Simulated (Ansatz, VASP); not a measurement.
One calculation of CaO, two programs

```xyz
2
Lattice="0.0000 2.3741 2.3741 2.3741 0.0000 2.3741 2.3741 2.3741 0.0000" Properties=species:S:1:pos:R:3 pbc="T T T"
Ca    0.0000    0.0000    0.0000
O     2.3741    2.3741    2.3741
```

Alike in both runs: task single point; functional HSE06; k mesh 4 × 4 × 4; occupations fermi-dirac, width 0.05 eV; no spin polarisation.

|  | VASP | Ansatz |
| --- | --- | --- |
| version | VASP 6.6.1 | Ansatz 0.2.0 development build |
| potentials or method | VASP PAW PBE potentials, release 64 (Ca_sv, O) | plane waves, PAW datasets (generated soft set 1) |
| plane-wave cutoff (eV) | 520 | 420 |
| valence electrons in the cell | 16 | 16 |

Ansatz gave:

| Quantity | Value |
| --- | --- |
| gap on the k mesh at the Fermi level (eV) | 5.31 |

Question: Which values does VASP return?

Answer: gap on the k mesh at the Fermi level (eV): 5.29.

The k mesh is coarse, so the values compare programs but aren't converged.
